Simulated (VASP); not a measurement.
A run of VASP 6.6.1:

Contents of INCAR:

```
ALGO = Normal ; EDIFF = 1E-6
ENCUT = 520 ; GGA = PS
ISIF = 2 ; ISMEAR = 0
LASPH = True ; LCHARG = False
LREAL = False ; LWAVE = False
NBANDS = 40 ; NELM = 60
PREC = Accurate ; SIGMA = 0.02
```

KPOINTS

```
k-points
0
Gamma
  9 9 9
```

The input POSCAR:

```
ZnInGaO4
1.0
    1.6574366253      0.9569214818      8.5837177132
   -1.6574366253      0.9569214818      8.5837177132
    0.0000000000     -1.9138429636      8.5837177132
Zn In Ga O
1 1 1 4
Direct
    0.2186873099      0.2186873099      0.2186873099
    0.0029409034      0.0029409034      0.0029409034
    0.7871388376      0.7871388376      0.7871388376
    0.2950867759      0.2950867759      0.2950867759
    0.7112418396      0.7112418396      0.7112418396
    0.1211715673      0.1211715673      0.1211715673
    0.8637337665      0.8637337665      0.8637337665
```

Potentials or basis: VASP PAW PBE potentials, release 64 (Zn, In_d, Ga_d, O).

Run with:

```bash
$ cat potpaw_PBE.64/Zn/POTCAR potpaw_PBE.64/In_d/POTCAR potpaw_PBE.64/Ga_d/POTCAR potpaw_PBE.64/O/POTCAR > POTCAR
$ mpirun -np 1 vasp_std > vasp.out
```

Hardware: 1 thread of Intel(R) Xeon(R) 6975P-C (Granite Rapids), on a shared host.

Q: Estimate the wall time of this run.

A: Wall time 18 min on 1 thread of Intel(R) Xeon(R) 6975P-C (Granite Rapids), with other jobs on the host, peak memory 0.83 GiB. Counts: scf iterations 15, k points 85.
